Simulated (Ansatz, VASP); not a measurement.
## One calculation of LiNbO3, two programs

The input INCAR:

```
SYSTEM = LiNbO3
PREC = Accurate
ENCUT = 520
EDIFF = 1E-6
ISMEAR = 0
SIGMA = 0.05
LREAL = .FALSE.
LASPH = .TRUE.
NELM = 60
ALGO = Normal
ISIF = 2
LWAVE = .FALSE.
LCHARG = .FALSE.
GGA = PE
NBANDS = 45
```

KPOINTS

```
Automatic mesh
0
G
  6 6 6
  0 0 0
```

The input POSCAR:

```
LiNbO3
1.0
    2.4896500000      1.4374000978      4.7517666666
   -2.4896500000      1.4374000978      4.7517666666
    0.0000000000     -2.8748001953      4.7517666667
Li Nb O
2 2 6
Direct
    0.2500000000      0.2500000000      0.2500000000
    0.7500000000      0.7500000000      0.7500000000
    0.0000000000      0.0000000000      0.0000000000
    0.5000000000      0.5000000000      0.5000000000
    0.1303353734      0.3696646266      0.7500000000
    0.7500000000      0.1303353734      0.3696646266
    0.3696646266      0.7500000000      0.1303353734
    0.8696646266      0.6303353734      0.2500000000
    0.2500000000      0.8696646266      0.6303353734
    0.6303353734      0.2500000000      0.8696646266
```

Input for Ansatz:

```yaml
crystal:
  lattice:
    - [2.48965, 1.4374000978, 4.7517666666]
    - [-2.48965, 1.4374000978, 4.7517666666]
    - [0.0, -2.8748001953, 4.7517666667]
  atoms:
    - { symbol: Li, position: [0.25, 0.25, 0.25] }
    - { symbol: Li, position: [0.75, 0.75, 0.75] }
    - { symbol: Nb, position: [0.0, 0.0, 0.0] }
    - { symbol: Nb, position: [0.5, 0.5, 0.5] }
    - { symbol: O, position: [0.1303353734, 0.3696646266, 0.75] }
    - { symbol: O, position: [0.75, 0.1303353734, 0.3696646266] }
    - { symbol: O, position: [0.3696646266, 0.75, 0.1303353734] }
    - { symbol: O, position: [0.8696646266, 0.6303353734, 0.25] }
    - { symbol: O, position: [0.25, 0.8696646266, 0.6303353734] }
    - { symbol: O, position: [0.6303353734, 0.25, 0.8696646266] }
basis:
  ecutwfc: 520.0
kpoints:
  mp_grid: { grid: [6, 6, 6] }
hamiltonian:
  xc: pbe
  pseudopotentials: { kind: paw, azcp: { folder: soft_1 } }
scf:
  occupations: { method: gaussian, width: 0.05 }
output:
  forces: true
  stress: true
  eigenvalues: true
  write_density: true
  write_potential: true
  elf: true
  volumetric_format: npy
```

Alike in both runs: task single point; functional PBE; k mesh 6 × 6 × 6; occupations gaussian, width 0.05 eV; no spin polarisation.

```csv
,VASP,Ansatz
version,VASP 6.6.1,Ansatz 0.2.0
potentials or method,"VASP PAW PBE potentials, release 64 (Li_sv, Nb_sv, O), cutoff 520 eV","scalar-relativistic, plane waves, PAW"
valence electrons in the cell,68,68
```

```csv
,VASP,Ansatz,Ansatz less VASP
gap on the k mesh at the Fermi level (eV),2.54,2.56,+0.022
least direct gap on the mesh (eV),2.68,2.70,+0.017
rms of the force components (eV/Å),0.244,0.259,+0.0151
```

Atom by atom the forces differ by 0.015 eV/Å (rms over components). The functional is the same, so the differences come from potentials, cutoffs and numerics.

Noted on VASP's run: the cutoff is short for stress, so the pressure is rough.
